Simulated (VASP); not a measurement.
# Al3BAs2 (R-3m) in VASP: notebook

Runs on Al3BAs2. Level: PBE. Tasks: relaxation of cell and atoms, single point.

Program: VASP 6.6.1. These are calculated values, not measurements. Logs are shortened: lines on timing, memory, paths and dates and some standing lists are left out, and cuts for length are marked.

## Step 1: The cell of the first run

The structure is trigonal, space group R-3m (No. 166). The conventional cell has a = 5.344 Å, b = 5.344 Å, c = 12.265 Å, α = 90.00°, β = 90.00°, γ = 120.00°. Al (site symmetry 2/m) has 2 B at 2.56 Å and 4 Al at 2.67 Å and 6 As at 2.96 to 3.09 Å within 3.4 Å. B (site symmetry -3m) has 6 Al at 2.56 Å and 6 As at 3.12 Å within 3.4 Å. As (site symmetry 3m) has 9 Al at 2.96 to 3.09 Å and 4 As at 3.12 to 3.23 Å and 3 B at 3.12 Å within 3.9 Å.

The cell was generated, and may not be a known phase.

## Step 2: Relaxation of cell and atoms, PBE

File INCAR:

```
SYSTEM = Al3BAs2
  ALGO = Normal
  EDIFF = 1E-6
  EDIFFG = -0.04
  ENCUT = 600
  GGA = PE
  IBRION = 2
  ISIF = 3
  ISMEAR = 0
  LASPH = .True.
  LCHARG = .False.
  LREAL = .False.
  LWAVE = .False.
  NELM = 100
  NSW = 90
  PREC = Accurate
  SIGMA = 0.1
```

File KPOINTS:

```
k-points
0
Gamma
  6 6 6
  0 0 0
```

File POSCAR:

```
Al3BAs2
1.0
    2.6720727900      1.5427219500      4.0884073200
   -2.6720727900      1.5427219500      4.0884073200
    0.0000000000     -3.0854438900      4.0884073200
Al B As
3 1 2
Direct
    0.0000000000      0.5000000000      0.0000000000
    0.5000000000      0.0000000000      0.0000000000
    0.0000000000      0.0000000000      0.5000000000
    0.0000000000      0.0000000000      0.0000000000
    0.6272294500      0.6272294500      0.6272294500
    0.3727705500      0.3727705500      0.3727705500
```

Potentials or basis: VASP PAW PBE potentials, release 64 (Al, B, As).

Started as:

```bash
$ cat potpaw_PBE.64/Al/POTCAR potpaw_PBE.64/B/POTCAR potpaw_PBE.64/As/POTCAR > POTCAR
$ mpirun -np 1 vasp_std > vasp.out
```

OUTCAR:

```text
SYSTEM = Al3BAs2
   EDIFF = 1E-6
   EDIFFG = -0.04
   ENCUT = 600
   GGA = PE
   IBRION = 2
   ISIF = 3
   ISMEAR = 0
   LASPH = .True.
   LREAL = .False.
   NELM = 100
   NSW = 90
   PREC = Accurate

 ion  position               nearest neighbor table
   1  0.000  0.500  0.000-   4 2.56   4 2.56   2 2.67   2 2.67   3 2.67   3 2.67   6 2.96   5 2.96
                             5 3.09   6 3.09   5 3.09   6 3.09
   2  0.500  0.000  0.000-   4 2.56   4 2.56   1 2.67   1 2.67   3 2.67   3 2.67   6 2.96   5 2.96
                             5 3.09   6 3.09   6 3.09   5 3.09
   3  0.000  0.000  0.500-   4 2.56   4 2.56   2 2.67   1 2.67   1 2.67   2 2.67   6 2.96   5 2.96
                             5 3.09   6 3.09   5 3.09   6 3.09
   4  0.000  0.000  0.000-   3 2.56   3 2.56   1 2.56   2 2.56   1 2.56   2 2.56
   5  0.627  0.627  0.627-   1 2.96   2 2.96   3 2.96   3 3.09   3 3.09   1 3.09   2 3.09   1 3.09
                             2 3.09
   6  0.373  0.373  0.373-   1 2.96   2 2.96   3 2.96   3 3.09   3 3.09   2 3.09   1 3.09   1 3.09
                             2 3.09

  LATTYP: Found a trigonal (rhomboedric) cell.
 ALAT       =     5.1220150734
 COS(alpha) =     0.4556918198

  Lattice vectors:

 A1 = (   2.6720727900,   1.5427219500,   4.0884073200)
 A2 = (  -2.6720727900,   1.5427219500,   4.0884073200)
 A3 = (   0.0000000000,  -3.0854438900,   4.0884073200)

Analysis of symmetry for initial positions (statically):
=====================================================================
 Subroutine PRICEL returns:
 Original cell was already a primitive cell.

 Routine SETGRP: Setting up the symmetry group for a
 trigonal (rhombohedral) supercell.

 Subroutine GETGRP returns: Found 12 space group operations
 (whereof 12 operations were pure point group operations)
 out of a pool of 12 trial point group operations.

The static configuration has the point symmetry D_3d.

Analysis of symmetry for dynamics (positions and initial velocities):
=====================================================================
 Subroutine PRICEL returns:
 Original cell was already a primitive cell.

 Routine SETGRP: Setting up the symmetry group for a
 trigonal (rhombohedral) supercell.

 Subroutine GETGRP returns: Found 12 space group operations
 (whereof 12 operations were pure point group operations)
 out of a pool of 12 trial point group operations.

The dynamic configuration has the point symmetry D_3d.

 Subroutine INISYM returns: Found 12 space group operations
 (whereof 12 operations are pure point group operations),
 and found     1 'primitive' translations

----------------------------------------------------------------------------------------

                                     Primitive cell

  volume of cell :     101.1210

[... 137 lines left out ...]

 number of electron      22.0000000 magnetization

 Free energy of the ion-electron system (eV)
  ---------------------------------------------------
  ext. energy  EPLUGINS =         0.00000000
  ---------------------------------------------------
  free energy    TOTEN  =       -23.75210119 eV

  energy without entropy =      -23.74231273  energy(sigma->0) =      -23.74720696

------------------------ aborting loop because EDIFF is reached ----------------------------------------

  FORCE on cell =-STRESS in cart. coord.  units (eV):
  Direction    XX          YY          ZZ          XY          YZ          ZX
  --------------------------------------------------------------------------------------
  -------------------------------------------------------------------------------------
  Total       -1.1115726     -1.1115726     -7.1745967      0.0000000     -0.0000000      0.0000000
  in kB      -17.6119350    -17.6119351   -113.6754608      0.0000000     -0.0000001      0.0000000
  external PRESSURE =     -49.6331103 kB  Pullay stress =       0.0000000 kB
[... 101 lines left out ...]
  FREE ENERGIE OF THE ION-ELECTRON SYSTEM (eV)
  ---------------------------------------------------
  free  energy   TOTEN  =       -24.0426849329 eV

  energy  without entropy=      -24.0195807981  energy(sigma->0) =      -24.03113287

 E-fermi :  10.2580     XC(G=0): -11.2956

 val. band max:       10.2294804331   @ k =  -0.3333   0.1667   0.1667
 cond. band min:      10.2597704062   @ k =   0.5000   0.3333   0.3333
 fundamental gap:      0.0302899731
 Fermi energy:        10.2579695262

 k-point     1 :       0.0000    0.0000    0.0000
  band No.  band energies     occupation
      1      -8.3708      2.00000
      2      -1.3029      2.00000
      3      -0.9605      2.00000
      4       2.9815      2.00000
      5       2.9815      2.00000
      6       5.1426      2.00000
      7       5.1426      2.00000
      8       5.8658      2.00000
      9       5.8658      2.00000
     10       7.8907      2.00000
     11       9.8211      2.00000
     12      11.4807      0.00000
     13      11.8380      0.00000
     14      14.5500      0.00000
[... 403 lines left out ...]
      4       1.2441      2.00000
      5       2.0399      2.00000
      6       3.7000      2.00000
      7       4.7872      2.00000
      8       5.1991      2.00000
      9       7.8143      2.00000
     10       9.0319      2.00000
     11       9.9977      1.99977
     12      11.0155      0.00000
     13      13.2164      0.00000
     14      13.4852      0.00000
     15      14.2215      0.00000

 [... further k-points ...]

[... ionic steps 4 to 24 ...]

--------------------------------------- Ionic step       25  -------------------------------------------

 number of electron      22.0000001 magnetization

------------------------ aborting loop because EDIFF is reached ----------------------------------------
[... 75 lines left out ...]
--------------------------------------- Ionic step       27  -------------------------------------------

 number of electron      22.0000001 magnetization

 Free energy of the ion-electron system (eV)
  ---------------------------------------------------
  ext. energy  EPLUGINS =         0.00000000
  ---------------------------------------------------
  free energy    TOTEN  =       -25.49452182 eV

  energy without entropy =      -25.48474725  energy(sigma->0) =      -25.48963454

 E-fermi :   6.4519     XC(G=0): -10.1326

 val. band max:        6.4333947953   @ k =   0.1667  -0.0000   0.0000
 cond. band min:       6.5085970971   @ k =  -0.3333   0.3333   0.1667
 fundamental gap:      0.0752023018
 Fermi energy:         6.4519329970

 k-point     1 :       0.0000    0.0000    0.0000
  band No.  band energies     occupation
      1      -7.2283      2.00000
      2      -3.5552      2.00000
      3      -1.9008      2.00000
      4       2.0697      2.00000
      5       2.0697      2.00000
      6       2.2167      2.00000
      7       2.2167      2.00000
      8       2.8877      2.00000
      9       3.6428      2.00000
     10       5.5540      2.00000
     11       5.5540      2.00000
     12       7.9664      0.00000
     13       7.9664      0.00000
     14       8.2406      0.00000
[... 448 lines left out ...]
  FREE ENERGIE OF THE ION-ELECTRON SYSTEM (eV)
  ---------------------------------------------------
  free  energy   TOTEN  =       -25.4945218158 eV

  energy  without entropy=      -25.4847472543  energy(sigma->0) =      -25.48963454

 reached required accuracy - stopping structural energy minimisation
```

It took 8.6 min on 1 thread of AMD EPYC 9R45 (Zen 5), shared host; peak memory 0.28 GiB.

Results:

```yaml
Free_energy: -25.4945 eV
Relaxed_volume: 17.08 Å³/atom
Relaxed_cell: a = 4.694 Å, b = 4.694 Å, c = 4.694 Å, α = 85.44°, β = 85.44°, γ = 85.44°
Space_group_after_relaxing_to_0.1_Å: R-3m (No. 166)
Pressure_after_relaxing: -0.1 GPa
Largest_force_after_relaxing: 0.037 eV/Å
Band_gap_on_the_k_mesh: zero (bands 11 and 12 overlap by 2.30 eV)
```

Forces in eV/Å, atoms in the order of the input:
```
Al   0.000  0.000  0.000
Al   0.000  0.000  0.000
Al   0.000  0.000  0.000
B    0.000  0.000  0.000
As   0.000  0.000 -0.037
As   0.000  0.000  0.037
```

Stress tensor (GPa, compression positive):
```
-0.09  0.00  0.00
 0.00 -0.09  0.00
 0.00  0.00 -0.22
```

Final structure:
```yaml
crystal:
  lattice:
    - [3.18424, 1.83842, 2.91770]
    - [-3.18424, 1.83842, 2.91770]
    - [0.00000, -3.67685, 2.91770]
  atoms:
    - { symbol: Al, position: [0.00000, 0.50000, 0.00000] }
    - { symbol: Al, position: [0.50000, 0.00000, 0.00000] }
    - { symbol: Al, position: [0.00000, 0.00000, 0.50000] }
    - { symbol: B, position: [0.00000, 0.00000, 0.00000] }
    - { symbol: As, position: [0.63615, 0.63615, 0.63615] }
    - { symbol: As, position: [0.36385, 0.36385, 0.36385] }
```

Levels at points of the mesh, in eV from the Fermi level:
```tsv
k point	band 7	band 8	band 9	band 10	band 11	band 12	band 13	band 14	band 15
(0.00, 0.00, 0.00)	-4.24	-3.56	-2.81	-0.90	-0.90	1.51	1.51	1.79	2.50
(0.50, 0.00, 0.00)	-3.82	-3.04	-2.11	-1.83	-1.16	0.23	0.32	3.01	3.12
(0.50, 0.50, 0.00)	-3.03	-2.99	-2.36	-1.49	-1.13	0.07	2.29	2.77	3.76
(0.50, 0.50, 0.50)	-5.52	-5.52	-0.42	1.46	1.46	1.48	4.36	4.36	4.46
```

## Step 3: Single point, PBE

This run uses another cell than the first one, of 17.08 Å³/atom.

File INCAR:

```
SYSTEM = Al3BAs2
PREC     = Accurate       ! precision mode
ENCUT    = 520            ! plane-wave cutoff, eV
EDIFF    = 1E-7           ! SCF threshold, eV
ISMEAR   = 0              ! smearing method
SIGMA    = 0.1            ! smearing width, eV
LREAL    = .False.        ! projectors in reciprocal space
LASPH    = .True.         ! aspherical terms in the spheres
NELM     = 100            ! most SCF steps
ALGO     = Normal         ! electronic algorithm
ISIF     = 2              ! what is computed and relaxed
LWAVE    = .False.        ! write WAVECAR
LCHARG   = .True.         ! write CHGCAR
GGA      = PE             ! functional
LELF     = .True.         ! ELF
LVHAR    = .True.       
NBANDS   = 20             ! bands
```

File KPOINTS:

```
Automatic mesh
0
Gamma
  12 12 12
  0 0 0
```

File POSCAR:

```
Al3BAs2
1.0
    3.1934301003      1.8437277280      2.9013791666
   -3.1934301003      1.8437277280      2.9013791666
    0.0000000000     -3.6874554561      2.9013791666
Al B As
3 1 2
Direct
    0.0000000000      0.5000000000      0.0000000000
    0.5000000000      0.0000000000      0.0000000000
    0.0000000000      0.0000000000      0.5000000000
    0.0000000000      0.0000000000      0.0000000000
    0.6364590850      0.6364590850      0.6364590850
    0.3635409150      0.3635409150      0.3635409150
```

Potentials or basis: VASP PAW PBE potentials, release 64 (Al, B, As).

Started as:

```bash
$ cat potpaw_PBE.64/Al/POTCAR potpaw_PBE.64/B/POTCAR potpaw_PBE.64/As/POTCAR > POTCAR
$ mpirun -np 1 vasp_std > vasp.out
```

OUTCAR:

```text
SYSTEM = Al3BAs2
   PREC = Accurate
   ENCUT = 520
   EDIFF = 1E-7
   ISMEAR = 0
   LREAL = .False.
   LASPH = .True.
   NELM = 100
   ISIF = 2
   GGA = PE

 ion  position               nearest neighbor table
   1  0.000  0.500  0.000-   4 2.35   4 2.35   6 2.52   5 2.52   3 3.19   3 3.19   2 3.19   2 3.19

   2  0.500  0.000  0.000-   4 2.35   4 2.35   6 2.52   5 2.52   3 3.19   3 3.19   1 3.19   1 3.19

   3  0.000  0.000  0.500-   4 2.35   4 2.35   6 2.52   5 2.52   2 3.19   1 3.19   1 3.19   2 3.19

   4  0.000  0.000  0.000-   1 2.35   2 2.35   1 2.35   2 2.35   3 2.35   3 2.35
   5  0.636  0.636  0.636-   6 2.38   3 2.52   1 2.52   2 2.52
[... 761 lines left out ...]
  Total        0.0565311      0.0565311      0.2469616      0.0000000     -0.0000000     -0.0000000
  in kB        0.8836651      0.8836651      3.8603806      0.0000000     -0.0000000     -0.0000000
  external PRESSURE =       1.8759036 kB  Pullay stress =       0.0000000 kB

 VOLUME and BASIS-vectors are now :
 -----------------------------------------------------------------------------
  energy-cutoff  :      520.00
  volume of cell :      102.50
      direct lattice vectors                 reciprocal lattice vectors
     3.193430100  1.843727728  2.901379167     0.156571456  0.090396572  0.114887891
    -3.193430100  1.843727728  2.901379167    -0.156571456  0.090396572  0.114887891
     0.000000000 -3.687455456  2.901379167     0.000000000 -0.180793144  0.114887891

 POSITION                                       TOTAL-FORCE (eV/Angst)
 -----------------------------------------------------------------------------------
     -1.59672      0.92186      1.45069         0.000000     -0.000000      0.000000
      1.59672      0.92186      1.45069        -0.000000     -0.000000      0.000000
      0.00000     -1.84373      1.45069         0.000000     -0.000000      0.000000
      0.00000      0.00000      0.00000         0.000000     -0.000000      0.000000
      0.00000     -0.00000      5.53983         0.000000     -0.000000      0.034004
      0.00000     -0.00000      3.16431         0.000000      0.000000     -0.034004
 -----------------------------------------------------------------------------------
    total drift:                                0.000000      0.000000      0.000000

  FREE ENERGIE OF THE ION-ELECTRON SYSTEM (eV)
  ---------------------------------------------------
  free  energy   TOTEN  =       -25.4959682353 eV

  energy  without entropy=      -25.4884097066  energy(sigma->0) =      -25.49218897
```

Wall time 3 min (1 thread of AMD EPYC 9R45 (Zen 5), shared host); peak memory 0.44 GiB.

Results:

| Property | Result |
| --- | --- |
| Free energy | -25.4960 eV |
| Pressure | 0.2 GPa |
| Largest force | 0.034 eV/Å |
| Band gap on the k mesh | zero (bands 11 and 12 overlap by 2.48 eV) |

Forces on the atoms (eV/Å):
```
Al   0.000  0.000  0.000
Al   0.000  0.000  0.000
Al   0.000  0.000  0.000
B    0.000  0.000  0.000
As   0.000  0.000  0.034
As   0.000  0.000 -0.034
```

Levels at points of the mesh, in eV from the Fermi level:
```csv
k point,band 9,band 10,band 11,band 12,band 13,band 14
"(0.00, 0.00, 0.00)",-2.79,-0.99,-0.99,1.44,1.54,1.54
"(0.50, 0.00, 0.00)",-2.18,-1.82,-1.09,0.20,0.40,2.91
"(0.50, 0.50, 0.00)",-2.43,-1.55,-1.17,-0.02,2.30,2.77
"(0.50, 0.50, 0.50)",-0.37,1.42,1.42,1.55,4.34,4.34
```

The gap in the log of VASP goes by the Fermi energy; the results here count the filled bands.